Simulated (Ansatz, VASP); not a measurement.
Two plane-wave programs on W

```
CELL_PARAMETERS angstrom
-1.53897 1.53897 1.53897
1.53897 -1.53897 1.53897
1.53897 1.53897 -1.53897
ATOMIC_POSITIONS crystal
W 0.00000 0.00000 0.00000
```

Change from the starting cell: volume scaled by 0.92.

Alike in both runs: functional PBE; dispersion D4; k mesh 12 × 12 × 12; occupations methfessel-paxton of order 1, width 0.05 eV; no spin polarisation; Hubbard terms W d U = 6.0 eV.

|  | VASP | Ansatz |
| --- | --- | --- |
| version | VASP 6.6.1 | Ansatz 0.2.0 |
| potentials or method | VASP PAW PBE potentials, release 64 (W_sv) | Ansatz PAW earlier set |
| plane-wave cutoff (eV) | 500 | 880 |
| valence electrons in the cell | 14 | 28 |
| task | single point | electron localisation function |

|  | VASP | Ansatz | Ansatz less VASP |
| --- | --- | --- | --- |
| gap on the k mesh at the Fermi level (eV) | none | none | - |
| pressure (GPa) | 53.6 | 35.1 | -18.47 |

The programs project onto different local orbitals, so the same U acts differently, and such runs can settle in different states. A gap of «none» marks a metal or a gap that the smearing closes. The pressures are high and differ by over a tenth, so treat them with care. VASP's potentials hold 14 valence electrons a cell and Ansatz's 28, so a difference there can come from the potentials and not from the codes.

Neither program's run includes spin-orbit coupling.
